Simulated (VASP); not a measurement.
Runs of VASP 6.6.1 on C. The structure is that of space group P6_3/mmc (No. 194), or close to it. The cells are those of the table. 

```csv
task,spin,cell,k mesh,cutoff (eV),gap on the mesh (eV),pressure (GPa)
single point,off,"a = 2.541, b = 2.541, c = 9.905 Å, angles 90.0, 90.0, 120.0°, 4 atoms",14 × 14 × 3,520,1.10,-12.3
single point,off,"a = 2.572, b = 2.572, c = 10.026 Å, angles 90.0, 90.0, 120.0°, 4 atoms",14 × 14 × 3,520,1.07,-17.1
single point,off,"a = 2.477, b = 2.477, c = 9.655 Å, angles 90.0, 90.0, 120.0°, 4 atoms",8 × 8 × 3,520,(a),0.3
single point,"non-collinear, zero start, SOC","a = 2.477, b = 2.477, c = 9.655 Å, angles 90.0, 90.0, 120.0°, 4 atoms",11 × 11 × 3,520,-,0.3
relaxation of cell and atoms,off,"relaxed from a = 2.464, b = 2.464, c = 6.711 Å, angles 90.0, 90.0, 120.0°, 4 atoms",8 × 8 × 3,600,(b),0.0
```

Alike in all rows: level RPBE; potentials or basis VASP PAW PBE potentials, release 64 (C); smearing fermi-dirac 0.05 eV.

**Question.** Fill in the values left out.

**Answer.** (a) 1.93; (b) 1.88.

Caveats: the PAW data sets were made with another functional, which shifts forces and pressure a little; this functional lacks dispersion, which binds the layers, so the pressure and a relaxed spacing across them are unreliable.

A k mesh can miss the band edges.
